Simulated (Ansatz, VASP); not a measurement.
Ge2Sb2O in VASP and in Ansatz

```
CELL_PARAMETERS angstrom
4.82502 0.00000 0.00000
-2.41251 4.17859 0.00000
0.00000 0.00000 5.76802
ATOMIC_POSITIONS crystal
Ge 0.33333 0.66667 0.00000
Ge 0.66667 0.33333 0.00000
Sb 0.33333 0.66667 0.50000
Sb 0.66667 0.33333 0.50000
O 0.00000 0.00000 0.00000
```

Alike in both runs: functional PBE; k mesh 12 × 12 × 8; occupations gaussian, width 0.1 eV; no spin polarisation.

Ansatz relaxed the structure, and its values are those at the end. VASP's run is a single point on that final structure, the one shown.

```csv
,VASP,Ansatz
version,VASP 6.6.1,Ansatz 0.2.0
potentials or method,"VASP PAW PBE potentials, release 64 (Ge_d, Sb, O), cutoff 520 eV","scalar-relativistic, plane waves, PAW"
valence electrons in the cell,44,64
```

|  | VASP | Ansatz | Ansatz less VASP |
| --- | --- | --- | --- |
| gap on the k mesh at the Fermi level (eV) | none | none | - |
| pressure (GPa) | 0.0 | 0.0 | -0.05 |

A gap of «none» marks a metal or a gap that the smearing closes. With one functional, cell and mesh, what is left measures potentials, basis and numerics. VASP's potentials hold 44 valence electrons a cell and Ansatz's 64, so a difference there can come from the potentials and not from the codes.

Spin-orbit coupling is off throughout.
